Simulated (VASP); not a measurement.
# Ge (Cmcm) in VASP: a series of runs

The runs below take Ge through single point, with PBEsol.

All numbers are computed with VASP 6.6.1; they aren't measurements. Logs are shortened: lines on timing, memory, paths and dates and some standing lists are left out, and cuts for length are marked.

## (1) The cell of the first run

The structure is orthorhombic, space group Cmcm (No. 63). Conventional cell: a = 3.877 Å, b = 6.923 Å, c = 6.596 Å, α = 90.00°, β = 90.00°, γ = 90.00°. Ge (site symmetry m) has 4 Ge at 2.40 to 2.47 Å within 3.2 Å.

## (2) Single point, PBEsol (strain -0.0300 x Voigt [1, 0, 0, 0, 0, 0])

Input file INCAR:

```
PREC     = Accurate       # precision mode
ENCUT    = 520            # plane-wave cutoff, eV
EDIFF    = 1E-6           # SCF threshold, eV
ISMEAR   = 0              # smearing method
SIGMA    = 0.15           # smearing width, eV
LREAL    = F              # projectors in reciprocal space
LASPH    = T              # aspherical terms in the spheres
NELM     = 80             # most SCF steps
ALGO     = Normal         # electronic algorithm
ISIF     = 2              # what is computed and relaxed
LWAVE    = F              # write WAVECAR
LCHARG   = T              # write CHGCAR
GGA      = PS             # functional
LELF     = T              # ELF
LVHAR    = T            
NBANDS   = 36             # bands
```

Input file KPOINTS:

```
regular mesh
0
Gamma
  12 12 8
```

Input file POSCAR:

```
Ge
1.0
    3.8770588259      0.0000000000      0.0000000000
   -1.9385294130      3.4614757064      0.0000000000
    0.0000000000      0.0000000000      6.5963651449
Ge
4
Direct
    0.6666666667      0.3333333333      0.0629118567
    0.3333333333      0.6666666667      0.5629118567
    0.6666666667      0.3333333333      0.4370881433
    0.3333333333      0.6666666667      0.9370881433
```

Potentials or basis: VASP PAW PBE potentials, release 64 (Ge_d).

On the command line:

```
$ cat potpaw_PBE.64/Ge_d/POTCAR > POTCAR
$ mpirun -np 1 vasp_std > vasp.out
```

OUTCAR:

```text
PREC = Accurate
   ENCUT = 520
   EDIFF = 1E-6
   ISMEAR = 0
   LREAL = F
   LASPH = T
   NELM = 80
   ISIF = 2
   GGA = PS

 ion  position               nearest neighbor table
   1  0.667  0.333  0.063-   4 2.40   4 2.40   4 2.45   3 2.47
   2  0.333  0.667  0.563-   3 2.40   3 2.40   3 2.45   4 2.47
   3  0.667  0.333  0.437-   2 2.40   2 2.40   2 2.45   1 2.47
   4  0.333  0.667  0.937-   1 2.40   1 2.40   1 2.45   2 2.47

  LATTYP: Found a base centered orthorhombic cell.
 ALAT       =     3.8770588259
 B/A-ratio  =     1.7856193893
 C/A-ratio  =     1.7013838172

  Lattice vectors:

 A1 = (   1.9385294130,  -3.4614757064,   0.0000000000)
 A2 = (   1.9385294129,   3.4614757064,   0.0000000000)
 A3 = (   0.0000000000,   0.0000000000,   6.5963651449)

Analysis of symmetry for initial positions (statically):
=====================================================================
 Subroutine PRICEL returns:
 Original cell was already a primitive cell.

 Routine SETGRP: Setting up the symmetry group for a
 base centered orthorhombic supercell.

 Subroutine GETGRP returns: Found  8 space group operations
 (whereof  4 operations were pure point group operations)
 out of a pool of  8 trial point group operations.

The static configuration has the point symmetry C_2h.
 The point group associated with its full space group is D_2h.

Analysis of symmetry for dynamics (positions and initial velocities):
=====================================================================
 Subroutine PRICEL returns:
 Original cell was already a primitive cell.

 Routine SETGRP: Setting up the symmetry group for a
 base centered orthorhombic supercell.

 Subroutine GETGRP returns: Found  8 space group operations
 (whereof  4 operations were pure point group operations)
 out of a pool of  8 trial point group operations.

The dynamic configuration has the point symmetry C_2h.
 The point group associated with its full space group is D_2h.

 Subroutine INISYM returns: Found  8 space group operations
 (whereof  4 operations are pure point group operations),
 and found     1 'primitive' translations

----------------------------------------------------------------------------------------

                                     Primitive cell

  volume of cell :      88.5255

  direct lattice vectors                    reciprocal lattice vectors
     3.877058826  0.000000000  0.000000000     0.257927477  0.144447063  0.000000000
    -1.938529413  3.461475706  0.000000000     0.000000000  0.288894126  0.000000000
     0.000000000  0.000000000  6.596365145     0.000000000  0.000000000  0.151598642

  length of vectors
     3.877058826  3.967330381  6.596365145     0.295620597  0.288894126  0.151598642

  position of ions in fractional coordinates (direct lattice)
     0.666666667  0.333333333  0.062911857
     0.333333333  0.666666667  0.562911857
     0.666666667  0.333333333  0.437088143
     0.333333333  0.666666667  0.937088143

  ion indices of the primitive-cell ions
   primitive index   ion index
                 1           1
                 2           2
                 3           3
                 4           4

----------------------------------------------------------------------------------------

 KPOINTS: regular mesh

Automatic generation of k-mesh.
 Grid dimensions read from file:
 generate k-points for:   12   12    8

 Generating k-lattice:

  Cartesian coordinates                     Fractional coordinates (reciprocal lattice)
     0.021493956  0.012037255  0.000000000     0.083333333  0.000000000  0.000000000
     0.000000000  0.024074511  0.000000000     0.000000000  0.083333333  0.000000000
     0.000000000  0.000000000  0.018949830     0.000000000  0.000000000  0.125000000

  Length of vectors
     0.024635050  0.024074511  0.018949830

  Shift w.r.t. Gamma in fractional coordinates (k-lattice)
     0.000000000  0.000000000  0.000000000

 Subroutine IBZKPT returns following result:
 ===========================================

 Found    215 irreducible k-points:

 Following reciprocal coordinates:
            Coordinates               Weight
  0.000000  0.000000  0.000000      1.000000
  0.083333  0.000000  0.000000      4.000000
  0.166667  0.000000  0.000000      4.000000
  0.250000 -0.000000  0.000000      4.000000
  0.333333  0.000000  0.000000      4.000000
  0.416667 -0.000000  0.000000      4.000000
[... 16 lines left out ...]
  0.333333  0.166667  0.000000      4.000000
  0.416667  0.166667  0.000000      4.000000
 [... further k-points ...]
   k-points           NKPTS =    215   k-points in BZ     NKDIM =    215   number of bands    NBANDS=     36
   number of dos      NEDOS =    301   number of ions     NIONS =      4
   total plane-waves  NPLWV =  45000
   dimension x,y,z NGX =    30 NGY =   30 NGZ =   50
   dimension x,y,z NGXF=    60 NGYF=   60 NGZF=  100
   ions per type =               4
   NGX,Y,Z   is equivalent  to a cutoff of  12.86, 12.57, 12.60 a.u.
   NGXF,Y,Z  is equivalent  to a cutoff of  25.73, 25.14, 25.20 a.u.
 SYSTEM =  unknown system
   PREC   = accura    normal or accurate (medium, high low for compatibility)
   ISTART =      0    job   : 0-new  1-cont  2-samecut
   ICHARG =      2    charge: 1-file 2-atom 10-const
   ISPIN  =      1    spin polarized calculation?
   LNONCOLLINEAR =      F non collinear calculations
   LSORBIT =      F    spin-orbit coupling
   LASPH  =      T    aspherical Exc in radial PAW
   ENCUT  =  520.0 eV  38.22 Ry    6.18 a.u.   7.21  7.38 12.26*2*pi/ulx,y,z
   NELM   =     80;   NELMIN=  2; NELMDL= -5     # of ELM steps
   EDIFF  = 0.1E-05   stopping-criterion for ELM
   LREAL  =      F    real-space projection
   EDIFFG = 0.1E-04   stopping-criterion for IOM
   NSW    =      0    number of steps for IOM
   IBRION =     -1    ionic relax: 0-MD 1-quasi-New 2-CG
   NFREE  =      0    steps in history (QN), initial steepest desc. (CG)
   ISIF   =      2    stress and relaxation
   ISYM   =      2    0-nonsym 1-usesym 2-fastsym
   POTIM  = 0.5000    time-step for ionic-motion
   TEBEG  =    0.0;   TEEND  =   0.0 temperature during run
   PSTRESS=    0.0 pullay stress
   NELECT =      56.0000    total number of electrons
   NUPDOWN=      -1.0000    fix difference up-down
   EMIN   =  10.00;   EMAX   =-10.00  energy-range for DOS
   EFERMI =   0.00;   METHOD = LEGACY
   ISMEAR =     0;   SIGMA  =   0.15  broadening in eV -4-tet -1-fermi 0-gaus
   EFERMI_NEDOS =   21; number of points for ismear=-14 and -15
   IALGO  =     38    algorithm
   IMIX   =      4    mixing-type and parameters
     AMIX     =   0.40;   BMIX     =  1.00
     AMIX_MAG =   1.60;   BMIX_MAG =  1.00
  volume/ion in A,a.u.               =      22.13       149.35
  Fermi-wavevector in a.u.,A,eV,Ry     =   1.405340  2.655707 26.871238  1.974980
  Thomas-Fermi vector in A             =   2.527811
   LORBIT       =      0    0 simple, 1 ext, 2 COOP (PROOUT), +10 PAW based schemes
   GGA     = PS    functional components
   LHFCALC =     F    Hartree Fock is set to
   AEXX    =    0.0000 exact exchange contribution
   IVDW    =     0    specifies the selected vdW correction
   LEPSILON=     F    determine dielectric tensor
   LRPA    =     F    only Hartree local field effects (RPA)
 non-spin polarized calculation
 Gauss-broadening in eV      SIGMA  =   0.15
  energy-cutoff  :      520.00
  volume of cell :       88.53
 maximum number of plane-waves:      2413
 NGX is ok and might be reduce to    30
   NGX = 15   NGY = 15   NGZ = 25

 number of electron      56.0000001 magnetization

 Free energy of the ion-electron system (eV)
  ---------------------------------------------------
  ext. energy  EPLUGINS =         0.00000000
  ---------------------------------------------------
  free energy    TOTEN  =       -19.64035226 eV

  energy without entropy =      -19.63853129  energy(sigma->0) =      -19.63944177

 E-fermi :   5.2110     XC(G=0): -10.2335

 val. band max:        5.2034451840   @ k =   0.0000   0.0000   0.0000
 cond. band min:       5.2306096455   @ k =   0.0000   0.0000   0.1250
 fundamental gap:      0.0271644615
 Fermi energy:         5.2110385166

 k-point     1 :       0.0000    0.0000    0.0000
  band No.  band energies     occupation
      1     -19.7732      2.00000
      2     -19.7513      2.00000
      3     -19.7359      2.00000
      4     -19.7098      2.00000
      5     -19.7038      2.00000
      6     -19.6985      2.00000
[... 28 lines left out ...]
     35       9.9097      0.00000
     36      11.1850      0.00000

 k-point     2 :       0.0833    0.0000    0.0000
  band No.  band energies     occupation
      1     -19.7759      2.00000
      2     -19.7537      2.00000
      3     -19.7360      2.00000
      4     -19.7122      2.00000
      5     -19.7117      2.00000
      6     -19.6921      2.00000
[... 28 lines left out ...]
     35      10.0343      0.00000
     36      11.6884      0.00000

 k-point     3 :       0.1667    0.0000    0.0000
  band No.  band energies     occupation
      1     -19.7808      2.00000
      2     -19.7582      2.00000
      3     -19.7359      2.00000
      4     -19.7228      2.00000
      5     -19.7163      2.00000
      6     -19.6818      2.00000
[... 28 lines left out ...]
     35      10.9083      0.00000
     36      10.9334      0.00000

 k-point     4 :       0.2500   -0.0000    0.0000
  band No.  band energies     occupation
      1     -19.7834      2.00000
      2     -19.7618      2.00000
      3     -19.7359      2.00000
      4     -19.7334      2.00000
      5     -19.7167      2.00000
      6     -19.6746      2.00000
[... 28 lines left out ...]
     35      11.6515      0.00000
     36      12.0050      0.00000

 k-point     5 :       0.3333    0.0000    0.0000
  band No.  band energies     occupation
      1     -19.7820      2.00000
      2     -19.7638      2.00000
      3     -19.7432      2.00000
      4     -19.7370      2.00000
      5     -19.7106      2.00000
      6     -19.6709      2.00000
[... 655 lines left out ...]
 k-point    22 :       0.2500    0.1667    0.0000
  band No.  band energies     occupation
      1     -19.7869      2.00000
      2     -19.7697      2.00000
      3     -19.7560      2.00000
      4     -19.7440      2.00000
      5     -19.6878      2.00000
      6     -19.6636      2.00000
[... 28 lines left out ...]
     35      11.3535      0.00000
     36      12.3971      0.00000

 k-point    23 :       0.3333    0.1667    0.0000
  band No.  band energies     occupation
      1     -19.7850      2.00000
      2     -19.7690      2.00000
      3     -19.7575      2.00000
      4     -19.7531      2.00000
      5     -19.6745      2.00000
      6     -19.6505      2.00000
[... 28 lines left out ...]
     35      12.1028      0.00000
     36      12.6299      0.00000

 k-point    24 :       0.4167    0.1667    0.0000
  band No.  band energies     occupation
      1     -19.7806      2.00000
      2     -19.7699      2.00000
      3     -19.7582      2.00000
      4     -19.7561      2.00000
      5     -19.6693      2.00000
      6     -19.6395      2.00000
[... 28 lines left out ...]
     35      12.3954      0.00000
     36      13.0350      0.00000

 [... further k-points ...]

------------------------ aborting loop because EDIFF is reached ----------------------------------------

  FORCE on cell =-STRESS in cart. coord.  units (eV):
  Direction    XX          YY          ZZ          XY          YZ          ZX
  --------------------------------------------------------------------------------------
  -------------------------------------------------------------------------------------
  Total        2.9795499      0.4423951      0.1031236     -0.0000000      0.0000000      0.0000000
  in kB       53.9253377      8.0066809      1.8663818     -0.0000000      0.0000000      0.0000000
  external PRESSURE =      21.2661335 kB  Pullay stress =       0.0000000 kB

 VOLUME and BASIS-vectors are now :
 -----------------------------------------------------------------------------
  energy-cutoff  :      520.00
  volume of cell :       88.53
      direct lattice vectors                 reciprocal lattice vectors
     3.877058826  0.000000000  0.000000000     0.257927477  0.144447063  0.000000000
    -1.938529413  3.461475706  0.000000000     0.000000000  0.288894126  0.000000000
     0.000000000  0.000000000  6.596365145     0.000000000  0.000000000  0.151598642

 POSITION                                       TOTAL-FORCE (eV/Angst)
 -----------------------------------------------------------------------------------
      1.93853      1.15383      0.41499         0.000000     -0.247537      0.167941
     -0.00000      2.30765      3.71317        -0.000000      0.247537      0.167941
      1.93853      1.15383      2.88319         0.000000     -0.247537     -0.167941
     -0.00000      2.30765      6.18138        -0.000000      0.247537     -0.167941
 -----------------------------------------------------------------------------------
    total drift:                               -0.000000      0.000000     -0.000000

  FREE ENERGIE OF THE ION-ELECTRON SYSTEM (eV)
  ---------------------------------------------------
  free  energy   TOTEN  =       -19.6403522554 eV

  energy  without entropy=      -19.6385312869  energy(sigma->0) =      -19.63944177
```

Run time: 10 min. Hardware: 1 thread of Intel Xeon Platinum 8259CL at 2.50GHz (Skylake/Cascade Lake), shared host; peak memory 0.55 GiB.

What came out:

| Property | Result |
| --- | --- |
| Free energy | -19.6404 eV |
| Pressure | 2.1 GPa |
| Largest force | 0.299 eV/Å |
| Band gap on the k mesh | 0.02 eV |

Forces in eV/Å, atoms in the order of the input:
```
Ge   0.000 -0.248  0.168
Ge   0.000  0.248  0.168
Ge   0.000 -0.248 -0.168
Ge   0.000  0.248 -0.168
```

Levels at points of the mesh, in eV from the valence-band top:
```
           k point  band 26  band 27  band 28  band 29  band 30  band 31
(0.00, 0.00, 0.00)    -0.28    -0.03    -0.03     0.08     0.10     2.12
(0.50, 0.00, 0.00)    -3.33    -3.01    -1.70     0.30     1.45     3.34
(0.00, 0.50, 0.00)    -3.04    -3.02    -1.44     0.62     1.78     3.40
(0.00, 0.00, 0.50)    -1.00    -0.86    -0.86     0.73     0.73     3.20
(0.50, 0.00, 0.50)    -2.77    -2.65    -2.65     0.31     0.31     1.88
(0.00, 0.50, 0.50)    -2.81    -2.39    -2.39     0.50     0.50     1.97
```

Caveat: the cell differs from its parent crystal (strain -0.0300 x Voigt [1, 0, 0, 0, 0, 0]); the stress differs along the axes, from 0 to 5 GPa; the smearing spreads over this small gap; semilocal functionals underestimate gaps, and a narrow one can read as zero; the PAW data sets were made with another functional, which shifts forces and pressure a little.

## (3) Single point, PBEsol (strain -0.0150 x Voigt [1, 0, 0, 0, 0, 0])

Input file INCAR:

```
SYSTEM = Ge
ALGO = Normal
EDIFF = 1E-7
ENCUT = 520
GGA = PS
ISIF = 2
ISMEAR = 0
LASPH = .True.
LCHARG = .True.
LELF = .True.
LREAL = .False.
LVHAR = .True.
LWAVE = .False.
NBANDS = 36
NELM = 80
PREC = Accurate
SIGMA = 0.15
```

Input file KPOINTS:

```
k-points
0
Gamma
  12 12 8
  0 0 0
```

POSCAR: that of step 2 with these lines changed.

```diff
@@ -2,4 +2,4 @@
 1.0
-    3.8770588259      0.0000000000      0.0000000000
-   -1.9385294130      3.4614757064      0.0000000000
+    3.9370133439      0.0000000000      0.0000000000
+   -1.9685066719      3.4614757064      0.0000000000
     0.0000000000      0.0000000000      6.5963651449
```

Potentials or basis: VASP PAW PBE potentials, release 64 (Ge_d).

On the command line:

```
$ cat potpaw_PBE.64/Ge_d/POTCAR > POTCAR
$ mpirun -np 1 vasp_std > vasp.out
```

It took 13 min on 1 thread of Intel Xeon Platinum 8259CL at 2.50GHz (Skylake/Cascade Lake), shared host; peak memory 0.55 GiB.

It converged, with:

| Property | Result |
| --- | --- |
| Free energy | -19.6747 eV |
| Pressure | 1.0 GPa |
| Largest force | 0.139 eV/Å |
| Band gap on the k mesh | zero (bands 28 and 29 overlap by 0.03 eV) |

Forces on the atoms (eV/Å):
```
Ge   0.000 -0.116  0.076
Ge   0.000  0.116  0.076
Ge   0.000 -0.116 -0.076
Ge   0.000  0.116 -0.076
```

Stress tensor (GPa, compression positive):
```
2.55 0.00 0.00
0.00 0.38 0.00
0.00 0.00 0.07
```

Levels at points of the mesh, in eV from the Fermi level:
```
           k point  band 24  band 25  band 26  band 27  band 28  band 29  band 30  band 31  band 32  band 33
(0.00, 0.00, 0.00)    -1.56    -1.50    -0.23    -0.09     0.02     0.04     0.09     2.16     2.30     2.62
(0.50, 0.00, 0.00)    -6.91    -4.73    -3.21    -2.94    -1.59     0.37     1.52     3.40     3.62     4.21
(0.00, 0.50, 0.00)    -6.85    -4.76    -3.08    -2.94    -1.46     0.52     1.68     3.43     3.74     4.14
(0.00, 0.00, 0.50)    -4.93    -0.94    -0.94    -0.87    -0.87     0.67     0.67     3.25     3.25     3.40
(0.50, 0.00, 0.50)    -8.03    -2.67    -2.67    -2.55    -2.55     0.38     0.38     1.96     1.96     6.04
(0.00, 0.50, 0.50)    -7.99    -2.70    -2.70    -2.42    -2.42     0.48     0.48     1.99     1.99     6.14
```

Caveat: the cell differs from its parent crystal (strain -0.0150 x Voigt [1, 0, 0, 0, 0, 0]); semilocal functionals underestimate gaps, and a narrow one can read as zero; the PAW data sets were made with another functional, which shifts forces and pressure a little.

[end of part 1 of 2]

The gap in the log of VASP goes by the Fermi energy; the results here count the filled bands.